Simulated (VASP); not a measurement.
Crystal: V.

```
CELL_PARAMETERS angstrom
-1.51435 1.51435 1.51435
1.51435 -1.51435 1.51435
1.51435 1.51435 -1.51435
ATOMIC_POSITIONS crystal
V 0.00000 0.00000 0.00000
```

| Property | Result |
| --- | --- |
| Program | VASP 6.6.1 |
| Task | relaxation of cell and atoms |
| Functional | PBE |
| Dispersion | D3(BJ) |
| Potentials or basis | VASP PAW PBE potentials, release 64 (V_sv) |
| Cutoff | 600 eV |
| k mesh | 12 × 12 × 12 |
| Occupations | fermi-dirac, width 0.05 eV |
| Spin | collinear spin, ferromagnetic start |
| Starting moments | [2.0] μB |

At the start: pressure -13.1 GPa; volume 13.89 Å³/atom.

Question: Where does the relaxation end?

Answer: Over 4 steps the energy falls by 45.4 meV/atom and the volume is 12.84 Å³/atom (-7.5 %); space group Im-3m (No. 229, to 0.1 Å) before and after; moment 0.00 μB per cell.

Step by step:
```tsv
step	energy change (eV)	largest force (eV/Å)	pressure (GPa)	volume (Å³)
1	0.0000	0.0000	-13.13	13.89
2	0.0223	0.0000	20.89	11.73
3	-0.0454	0.0000	-0.27	12.86
4	-0.0454	0.0000	0.05	12.84
```

Final structure:
```
V
1.0
    -1.47529    1.47529    1.47529
     1.47529   -1.47529    1.47529
     1.47529    1.47529   -1.47529
V
1
Direct
  0.00000 0.00000 0.00000
```

Caveat: the moments typed at the start vanished in this run.
